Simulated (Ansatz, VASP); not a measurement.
Ni: VASP beside Ansatz

```
Ni
1.0
     0.00000    1.80004    1.80004
     1.80004    0.00000    1.80004
     1.80004    1.80004    0.00000
Ni
1
Direct
  0.00000 0.00000 0.00000
```

Alike in both runs: task single point; functional RPBE; k mesh 25 × 25 × 25; occupations fermi-dirac, width 0.05 eV; collinear spin.

|  | VASP | Ansatz |
| --- | --- | --- |
| version | VASP 6.6.1 | Ansatz 0.2.0 |
| potentials or method | VASP PAW PBE potentials, release 64 (Ni), cutoff 520 eV | plane waves (420 eV) with PAW, scalar-relativistic |
| valence electrons in the cell | 10 | 18 |

|  | VASP | Ansatz | Ansatz less VASP |
| --- | --- | --- | --- |
| pressure (GPa) | -6.2 | -6.4 | -0.26 |
| net moment per atom (μB) | 0.65 | 0.66 | +0.017 |
| size of the moment on the site where the two differ most (μB) | 0.67 | 0.71 | +0.042 |

VASP's potentials were made for PBE, not for RPBE. Site moments also hang on the region over which each program counts them. VASP's potentials hold 10 valence electrons a cell and Ansatz's 18, so a difference there can come from the potentials and not from the codes.
